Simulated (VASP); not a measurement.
# Si2W (I4/mmm) in VASP: notebook

Runs on Si2W. Level: PBE. Tasks: single point.

Program: VASP 6.6.1. These are calculated values, not measurements. Logs are shortened: lines on timing, memory, paths and dates and some standing lists are left out, and cuts for length are marked.

## Step 1: The cell of the first run

It takes space group I4/mmm (No. 139, tetragonal). Conventional cell: a = 3.229 Å, b = 3.229 Å, c = 7.867 Å, α = 90.00°, β = 90.00°, γ = 90.00°. Within 3.4 Å of Si (site symmetry 4mm) lie 9 Si at 2.60 to 3.23 Å and 5 W at 2.63 Å. W (site symmetry 4/mmm) has 10 Si at 2.63 Å and 4 W at 3.23 Å within 3.5 Å.

## Step 2: Single point, PBE

Contents of INCAR:

```
SYSTEM = Si2W
  ALGO = Normal
  EDIFF = 1E-6
  ENCUT = 520
  GGA = PE
  ISIF = 2
  ISMEAR = 0
  ISYM = 0
  LASPH = .True.
  LCHARG = .False.
  LREAL = .False.
  LWAVE = .False.
  NBANDS = 18
  NELM = 80
  PREC = Accurate
  SIGMA = 0.1
```

Contents of KPOINTS:

```
k-points
0
Gamma
  11 11 9
  0 0 0
```

Contents of POSCAR:

```
Si2W
1.0
    3.2289953153      0.0000000000      0.0000000000
    0.0000000000      3.2289953153      0.0000000000
    1.6144976577     -1.6144976577      3.9334139098
Si W
2 1
Direct
    0.6654255944      0.3345744056      0.6691488112
    0.3345744056      0.6654255944      0.3308511888
    0.0000000000      0.0000000000      0.0000000000
```

Potentials or basis: VASP PAW PBE potentials, release 64 (Si, W_sv).

Launch:

```
cat potpaw_PBE.64/Si/POTCAR potpaw_PBE.64/W_sv/POTCAR > POTCAR
mpirun -np 1 vasp_std > vasp.out
```

OUTCAR:

```text
SYSTEM = Si2W
   EDIFF = 1E-6
   ENCUT = 520
   GGA = PE
   ISIF = 2
   ISMEAR = 0
   ISYM = 0
   LASPH = .True.
   LREAL = .False.
   NELM = 80
   PREC = Accurate

 ion  position               nearest neighbor table
   1  0.665  0.335  0.669-   2 2.60   3 2.63   3 2.63   3 2.63   3 2.63   3 2.63   2 2.64   2 2.64
                             2 2.64   2 2.64
   2  0.335  0.665  0.331-   1 2.60   3 2.63   3 2.63   3 2.63   3 2.63   3 2.63   1 2.64   1 2.64
                             1 2.64   1 2.64
   3  0.000  0.000  0.000-   1 2.63   2 2.63   2 2.63   1 2.63   1 2.63   2 2.63   2 2.63   1 2.63
                             2 2.63   1 2.63

IMPORTANT INFORMATION: All symmetrisations will be switched off!
NOSYMM: (Re-)initialisation of all symmetry stuff for point group C_1.

----------------------------------------------------------------------------------------

                                     Primitive cell

  volume of cell :      41.0114

  direct lattice vectors                    reciprocal lattice vectors
     3.228995315  0.000000000  0.000000000     0.309693853  0.000000000 -0.127116040
     0.000000000  3.228995315  0.000000000     0.000000000  0.309693853  0.127116040
     1.614497658 -1.614497658  3.933413910     0.000000000  0.000000000  0.254232080

  length of vectors
     3.228995315  3.228995315  4.548071059     0.334766740  0.334766740  0.254232080

  position of ions in fractional coordinates (direct lattice)
     0.665425594  0.334574406  0.669148811
     0.334574406  0.665425594  0.330851189
     0.000000000  0.000000000  0.000000000

  ion indices of the primitive-cell ions
   primitive index   ion index
                 1           1
                 2           2
                 3           3

----------------------------------------------------------------------------------------

 KPOINTS: k-points

Automatic generation of k-mesh.
 Grid dimensions read from file:
 generate k-points for:   11   11    9

 Generating k-lattice:

  Cartesian coordinates                     Fractional coordinates (reciprocal lattice)
     0.028153987  0.000000000 -0.011556004     0.090909091  0.000000000  0.000000000
     0.000000000  0.028153987  0.011556004     0.000000000  0.090909091 -0.000000000
     0.000000000  0.000000000  0.028248009     0.000000000  0.000000000  0.111111111

  Length of vectors
     0.030433340  0.030433340  0.028248009

  Shift w.r.t. Gamma in fractional coordinates (k-lattice)
     0.000000000  0.000000000  0.000000000

 -----------------------------------------------------------------------------
|                                                                             |
|           W    W    AA    RRRRR   N    N  II  N    N   GGGG   !!!           |
|           W    W   A  A   R    R  NN   N  II  NN   N  G    G  !!!           |
|           W    W  A    A  R    R  N N  N  II  N N  N  G       !!!           |
|           W WW W  AAAAAA  RRRRR   N  N N  II  N  N N  G  GGG   !            |
|           WW  WW  A    A  R   R   N   NN  II  N   NN  G    G                |
|           W    W  A    A  R    R  N    N  II  N    N   GGGG   !!!           |
|                                                                             |
|     Your reciprocal lattice and k-lattice belong to different lattice       |
|     classes:                                                                |
|                                                                             |
|        The reciprocal lattice is body-centered tetragonal,                  |
|        whereas your k-lattice is base-centered monoclinic.                  |
|                                                                             |
|     Results are often still useful ...                                      |
|                                                                             |
 -----------------------------------------------------------------------------

 WARNING: IBZKPT: internal override: KBLOWUP is changed to .FALSE.
      ... skipping the blow-up phase ...

 Subroutine IBZKPT returns following result:
 ===========================================

 Found    545 irreducible k-points:

 Following reciprocal coordinates:
            Coordinates               Weight
  0.000000  0.000000  0.000000      1.000000
  0.090909  0.000000  0.000000      2.000000
  0.181818  0.000000 -0.000000      2.000000
  0.272727  0.000000 -0.000000      2.000000
  0.363636  0.000000  0.000000      2.000000
  0.454545  0.000000  0.000000      2.000000
[... 16 lines left out ...]
  0.454545  0.181818  0.000000      2.000000
 -0.454545  0.181818  0.000000      2.000000
 [... further k-points ...]
   k-points           NKPTS =    545   k-points in BZ     NKDIM =    545   number of bands    NBANDS=     18
   number of dos      NEDOS =    301   number of ions     NIONS =      3
   total plane-waves  NPLWV =  20736
   dimension x,y,z NGX =    24 NGY =   24 NGZ =   36
   dimension x,y,z NGXF=    48 NGYF=   48 NGZF=   72
   ions per type =               2   1
   NGX,Y,Z   is equivalent  to a cutoff of  12.36, 12.36, 13.16 a.u.
   NGXF,Y,Z  is equivalent  to a cutoff of  24.71, 24.71, 26.32 a.u.
 SYSTEM =  Si2W
   PREC   = accura    normal or accurate (medium, high low for compatibility)
   ISTART =      0    job   : 0-new  1-cont  2-samecut
   ICHARG =      2    charge: 1-file 2-atom 10-const
   ISPIN  =      1    spin polarized calculation?
   LNONCOLLINEAR =      F non collinear calculations
   LSORBIT =      F    spin-orbit coupling
   LASPH  =      T    aspherical Exc in radial PAW
   ENCUT  =  520.0 eV  38.22 Ry    6.18 a.u.   6.00  6.00  8.46*2*pi/ulx,y,z
   NELM   =     80;   NELMIN=  2; NELMDL= -5     # of ELM steps
   EDIFF  = 0.1E-05   stopping-criterion for ELM
   LREAL  =      F    real-space projection
   EDIFFG = 0.1E-04   stopping-criterion for IOM
   NSW    =      0    number of steps for IOM
   IBRION =     -1    ionic relax: 0-MD 1-quasi-New 2-CG
   NFREE  =      0    steps in history (QN), initial steepest desc. (CG)
   ISIF   =      2    stress and relaxation
   ISYM   =      0    0-nonsym 1-usesym 2-fastsym
   POTIM  = 0.5000    time-step for ionic-motion
   TEBEG  =    0.0;   TEEND  =   0.0 temperature during run
   PSTRESS=    0.0 pullay stress
   NELECT =      22.0000    total number of electrons
   NUPDOWN=      -1.0000    fix difference up-down
   EMIN   =  10.00;   EMAX   =-10.00  energy-range for DOS
   EFERMI =   0.00;   METHOD = LEGACY
   ISMEAR =     0;   SIGMA  =   0.10  broadening in eV -4-tet -1-fermi 0-gaus
   EFERMI_NEDOS =   21; number of points for ismear=-14 and -15
   IALGO  =     38    algorithm
   IMIX   =      4    mixing-type and parameters
     AMIX     =   0.40;   BMIX     =  1.00
     AMIX_MAG =   1.60;   BMIX_MAG =  1.00
  volume/ion in A,a.u.               =      13.67        92.25
  Fermi-wavevector in a.u.,A,eV,Ry     =   1.330192  2.513698 24.074284  1.769410
  Thomas-Fermi vector in A             =   2.459297
   LORBIT       =      0    0 simple, 1 ext, 2 COOP (PROOUT), +10 PAW based schemes
   GGA     = PE    functional components
   LHFCALC =     F    Hartree Fock is set to
   AEXX    =    0.0000 exact exchange contribution
   IVDW    =     0    specifies the selected vdW correction
   LEPSILON=     F    determine dielectric tensor
   LRPA    =     F    only Hartree local field effects (RPA)
 non-spin polarized calculation
 Gauss-broadening in eV      SIGMA  =   0.10
  energy-cutoff  :      520.00
  volume of cell :       41.01
 maximum number of plane-waves:      1134
   NGX = 13   NGY = 13   NGZ = 17

 number of electron      21.9999998 magnetization

 Free energy of the ion-electron system (eV)
  ---------------------------------------------------
  ext. energy  EPLUGINS =         0.00000000
  ---------------------------------------------------
  free energy    TOTEN  =       -24.81429662 eV

  energy without entropy =      -24.81263026  energy(sigma->0) =      -24.81346344

 E-fermi :  11.7542     XC(G=0): -12.4614

 val. band max:       11.7390368301   @ k =  -0.1818   0.0000   0.4444
 cond. band min:      11.7896852628   @ k =   0.0000   0.0909  -0.0000
 fundamental gap:      0.0506484326
 Fermi energy:        11.7541841755

 k-point     1 :       0.0000    0.0000    0.0000
  band No.  band energies     occupation
      1     -62.1278      2.00000
      2     -26.3730      2.00000
      3     -26.3623      2.00000
      4     -26.3621      2.00000
      5      -2.2023      2.00000
      6       4.9978      2.00000
[... 10 lines left out ...]
     17      17.3572      0.00000
     18      17.3573      0.00000

 k-point     2 :       0.0909    0.0000    0.0000
  band No.  band energies     occupation
      1     -62.1272      2.00000
      2     -26.3787      2.00000
      3     -26.3717      2.00000
      4     -26.3607      2.00000
      5      -2.0466      2.00000
      6       5.0030      2.00000
[... 10 lines left out ...]
     17      17.3826      0.00000
     18      17.9092      0.00000

 k-point     3 :       0.1818    0.0000   -0.0000
  band No.  band energies     occupation
      1     -62.1258      2.00000
      2     -26.4228      2.00000
      3     -26.3684      2.00000
      4     -26.3567      2.00000
      5      -1.5887      2.00000
      6       4.9390      2.00000
[... 10 lines left out ...]
     17      17.8328      0.00000
     18      19.1479      0.00000

 k-point     4 :       0.2727    0.0000   -0.0000
  band No.  band energies     occupation
      1     -62.1238      2.00000
      2     -26.4800      2.00000
      3     -26.3641      2.00000
      4     -26.3514      2.00000
      5      -0.8547      2.00000
      6       4.5271      2.00000
[... 10 lines left out ...]
     17      18.8149      0.00000
     18      20.5128      0.00000

 k-point     5 :       0.3636    0.0000    0.0000
  band No.  band energies     occupation
      1     -62.1220      2.00000
      2     -26.5320      2.00000
      3     -26.3600      2.00000
      4     -26.3466      2.00000
      5       0.1129      2.00000
      6       3.6308      2.00000
[... 10 lines left out ...]
     17      18.7101      0.00000
     18      19.8645      0.00000

 k-point     6 :       0.4545    0.0000    0.0000
  band No.  band energies     occupation
      1     -62.1209      2.00000
      2     -26.5626      2.00000
      3     -26.3576      2.00000
      4     -26.3437      2.00000
      5       1.2492      2.00000
      6       2.4779      2.00000
[... 10 lines left out ...]
     17      18.3999      0.00000
     18      18.4029      0.00000

 k-point     7 :       0.0000    0.0909   -0.0000
  band No.  band energies     occupation
      1     -62.1272      2.00000
      2     -26.3787      2.00000
      3     -26.3717      2.00000
      4     -26.3607      2.00000
      5      -2.0466      2.00000
      6       5.0030      2.00000
[... 10 lines left out ...]
     17      17.3826      0.00000
     18      17.9092      0.00000

 k-point     8 :       0.0909    0.0909    0.0000
  band No.  band energies     occupation
      1     -62.1267      2.00000
      2     -26.3781      2.00000
      3     -26.3761      2.00000
      4     -26.3699      2.00000
      5      -1.9388      2.00000
      6       5.2342      2.00000
[... 10 lines left out ...]
     17      17.6694      0.00000
     18      18.0530      0.00000
[... 229 lines left out ...]
     17      17.8155      0.00000
     18      19.2315      0.00000

 k-point    20 :       0.1818    0.1818    0.0000
  band No.  band energies     occupation
      1     -62.1238      2.00000
      2     -26.4190      2.00000
      3     -26.4135      2.00000
      4     -26.3618      2.00000
      5      -1.1797      2.00000
      6       5.7945      2.00000
[... 10 lines left out ...]
     17      18.9737      0.00000
     18      18.9881      0.00000

 k-point    21 :       0.2727    0.1818   -0.0000
  band No.  band energies     occupation
      1     -62.1218      2.00000
      2     -26.4727      2.00000
      3     -26.4100      2.00000
      4     -26.3568      2.00000
      5      -0.5587      2.00000
      6       5.4404      2.00000
[... 10 lines left out ...]
     17      17.5673      0.00000
     18      19.0767      0.00000

 k-point    22 :       0.3636    0.1818    0.0000
  band No.  band energies     occupation
      1     -62.1200      2.00000
      2     -26.5240      2.00000
      3     -26.4045      2.00000
      4     -26.3528      2.00000
      5       0.2978      2.00000
      6       4.2800      2.00000
[... 10 lines left out ...]
     17      18.1445      0.00000
     18      19.4195      0.00000

 k-point    23 :       0.4545    0.1818    0.0000
  band No.  band energies     occupation
      1     -62.1189      2.00000
      2     -26.5542      2.00000
      3     -26.4013      2.00000
      4     -26.3510      2.00000
      5       1.3335      2.00000
      6       3.1055      2.00000
[... 10 lines left out ...]
     17      18.8309      0.00000
     18      20.0948      0.00000

 k-point    24 :      -0.4545    0.1818    0.0000
  band No.  band energies     occupation
      1     -62.1189      2.00000
      2     -26.5543      2.00000
      3     -26.4013      2.00000
      4     -26.3520      2.00000
      5       1.9315      2.00000
      6       2.4813      2.00000
[... 10 lines left out ...]
     17      19.0374      0.00000
     18      20.5681      0.00000

 [... further k-points ...]

------------------------ aborting loop because EDIFF is reached ----------------------------------------

  FORCE on cell =-STRESS in cart. coord.  units (eV):
  Direction    XX          YY          ZZ          XY          YZ          ZX
  --------------------------------------------------------------------------------------
  -------------------------------------------------------------------------------------
  Total        0.0148360      0.0148309      0.0342526      0.0000957      0.0027916     -0.0027922
  in kB        0.5795923      0.5793929      1.3381333      0.0037392      0.1090579     -0.1090813
  external PRESSURE =       0.8323728 kB  Pullay stress =       0.0000000 kB

 VOLUME and BASIS-vectors are now :
 -----------------------------------------------------------------------------
  energy-cutoff  :      520.00
  volume of cell :       41.01
      direct lattice vectors                 reciprocal lattice vectors
     3.228995315  0.000000000  0.000000000     0.309693853  0.000000000 -0.127116040
     0.000000000  3.228995315  0.000000000     0.000000000  0.309693853  0.127116040
     1.614497658 -1.614497658  3.933413910     0.000000000  0.000000000  0.254232080

 POSITION                                       TOTAL-FORCE (eV/Angst)
 -----------------------------------------------------------------------------------
      3.22900     -0.00000      2.63204         0.000467     -0.000467     -0.023940
      1.61450      1.61450      1.30137        -0.000467      0.000467      0.023940
      0.00000      0.00000      0.00000        -0.000000      0.000000      0.000000
 -----------------------------------------------------------------------------------
    total drift:                               -0.000000     -0.000000     -0.000000

  FREE ENERGIE OF THE ION-ELECTRON SYSTEM (eV)
  ---------------------------------------------------
  free  energy   TOTEN  =       -24.8142966173 eV

  energy  without entropy=      -24.8126302611  energy(sigma->0) =      -24.81346344
```

It took 2.3 min on 1 thread of Intel Xeon Platinum 8488C (Sapphire Rapids), shared host; peak memory 0.46 GiB.

What came out:

```
Free energy            : -24.8143 eV
Pressure               : 0.1 GPa
Largest force          : 0.024 eV/Å
Band gap on the k mesh : zero (bands 11 and 12 overlap by 1.17 eV)
```

Forces in eV/Å, atoms in the order of the input:
```
Si   0.000  0.000 -0.024
Si   0.000  0.000  0.024
W    0.000  0.000  0.000
```

Stress tensor (GPa, compression positive):
```
 0.06  0.00 -0.01
 0.00  0.06  0.01
-0.01  0.01  0.13
```

Caveat: spin-orbit coupling is left out, which moves the levels of the heavy elements.

## Step 3: Single point, PBE (biaxial strain in the a-b plane: +1.5 %)

Contents of INCAR:

```
PREC = Accurate
ENCUT = 520
EDIFF = 1E-6
ISMEAR = 0
SIGMA = 0.1
LREAL = False
LASPH = True
NELM = 100
ALGO = Normal
ISIF = 2
LWAVE = False
LCHARG = False
GGA = PE
NBANDS = 31
```

Contents of KPOINTS:

```
Automatic mesh
0
Gamma
  12 12 6
```

Contents of POSCAR:

```
Si2W
1.0
    3.2774302441      0.0000000000      0.0000000000
    0.0000000000      3.2774302441      0.0000000000
    0.0000000000      0.0000000000      7.7960263692
Si W
4 2
Direct
    0.0000000000      0.0000000000      0.3345744057
    0.5000000000      0.5000000000      0.1654255943
    0.5000000000      0.5000000000      0.8345744057
    0.0000000000      0.0000000000      0.6654255943
    0.0000000000      0.0000000000      0.0000000000
    0.5000000000      0.5000000000      0.5000000000
```

Potentials or basis: VASP PAW PBE potentials, release 64 (Si, W_sv).

Launch:

```
cat potpaw_PBE.64/Si/POTCAR potpaw_PBE.64/W_sv/POTCAR > POTCAR
mpirun -np 1 vasp_std > vasp.out
```

Run time: 2.5 min. Hardware: 1 thread of Intel Xeon Platinum 8259CL at 2.50GHz (Skylake/Cascade Lake), shared host; peak memory 0.34 GiB.

It converged, with:

| Property | Result |
| --- | --- |
| Free energy | -49.5724 eV |
| Pressure | -3.7 GPa |
| Largest force | 0.040 eV/Å |
| Band gap on the k mesh | zero (bands 22 and 23 overlap by 1.08 eV) |

Forces in eV/Å, atoms in the order of the input:
```
Si   0.000  0.000  0.040
Si   0.000  0.000 -0.040
Si   0.000  0.000  0.040
Si   0.000  0.000 -0.040
W    0.000  0.000  0.000
W    0.000  0.000  0.000
```

Stress tensor (GPa, compression positive):
```
-6.70  0.00  0.00
 0.00 -6.70  0.00
 0.00  0.00  2.19
```

Levels at points of the mesh, in eV from the Fermi level:
```csv
k point,band 20,band 21,band 22,band 23,band 24,band 25
"(0.00, 0.00, 0.00)",-0.98,-0.43,-0.43,0.48,0.66,2.41
"(0.50, 0.00, 0.00)",-2.30,-0.73,-0.73,2.14,2.14,2.81
"(0.50, 0.50, 0.00)",-2.93,-1.76,-1.76,2.71,2.71,2.88
"(0.00, 0.00, 0.50)",-2.18,0.57,0.57,1.35,1.35,1.45
"(0.50, 0.00, 0.50)",-2.58,-0.44,-0.44,2.45,2.45,2.61
"(0.50, 0.50, 0.50)",-2.28,-2.28,-2.28,0.14,0.14,2.71
```

Caveat: the cell differs from its parent crystal (biaxial strain in the a-b plane: +1.5 %); the stress differs along the axes, from -7 to 2 GPa; spin-orbit coupling is left out, which moves the levels of the heavy elements.

The gap in the log of VASP goes by the Fermi energy; the results here count the filled bands.